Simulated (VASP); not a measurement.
Input of a VASP 6.6.1 run:

INCAR

```
SYSTEM = SnSe
PREC     = Accurate       ! precision mode
ENCUT    = 520            ! plane-wave cutoff, eV
EDIFF    = 1E-7           ! SCF threshold, eV
ISMEAR   = -1             ! smearing method
SIGMA    = 0.02           ! smearing width, eV
LREAL    = .FALSE.        ! projectors in reciprocal space
LASPH    = .TRUE.         ! aspherical terms in the spheres
NELM     = 80             ! most SCF steps
ALGO     = Normal         ! electronic algorithm
ISIF     = 2              ! what is computed and relaxed
LWAVE    = .FALSE.        ! write WAVECAR
LCHARG   = .FALSE.        ! write CHGCAR
GGA      = PE             ! functional
NBANDS   = 17             ! bands
```

The input KPOINTS:

```
regular mesh
0
G
  8 8 8
  0 0 0
```

File POSCAR:

```
SnSe
1.0
    3.6857379806      0.0000000000      0.0000000000
    0.0000000000      3.6857379806      0.0000000000
    0.0000000000      0.0000000000      3.6857379806
Sn Se
1 1
Direct
    0.0000000000      0.0000000000      0.0000000000
    0.5000000000      0.5000000000      0.5000000000
```

Potentials or basis: VASP PAW PBE potentials, release 64 (Sn_d, Se).

Command:

```sh
$ cat potpaw_PBE.64/Sn_d/POTCAR potpaw_PBE.64/Se/POTCAR > POTCAR
$ mpirun -np 1 vasp_std > vasp.out
```

Estimate the band gap on the k mesh.

zero (band 10 reaches 6.38 eV, above the bottom of band 11 at 5.10 eV).

Predict the pressure.

0.0 GPa.

Caveat: spin-orbit coupling is left out, which moves the levels of the heavy elements.
